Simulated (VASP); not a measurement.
Input of a VASP 6.6.1 run:

Contents of INCAR:

```
ALGO = Normal
EDIFF = 1E-6
ENCUT = 1300
GGA_COMPAT = F
ISIF = 2
ISMEAR = 0
LASPH = T
LCHARG = T
LELF = T
LREAL = F
LVHAR = T
LWAVE = F
NBANDS = 11
NELM = 120
PREC = Accurate
SIGMA = 0.05
```

The input KPOINTS:

```
k-points
0
Gamma
  12 12 12
```

The input POSCAR:

```
C
1.0
    0.0000000000      1.8226760854      1.7368280417
    1.8226760854      0.0000000000      1.7368280417
    1.8226760854      1.8226760854      0.0000000000
C
2
Direct
    0.5000000000      0.5000000000      0.5000000000
    0.7500000000      0.7500000000      0.7500000000
```

Potentials or basis: VASP PAW LDA potentials, release 64 (C_h).

Command:

```sh
$ cat potpaw_LDA.64/C_h/POTCAR > POTCAR
$ mpirun -np 1 vasp_std > vasp.out
```

(1) Predict the band gap on the k mesh.

(2) Predict the pressure.

## Answers

(1) 2.90 eV (least direct gap 4.68 eV).

(2) -19.2 GPa.

Caveat: the stress differs along the axes, from -33 to 9 GPa.
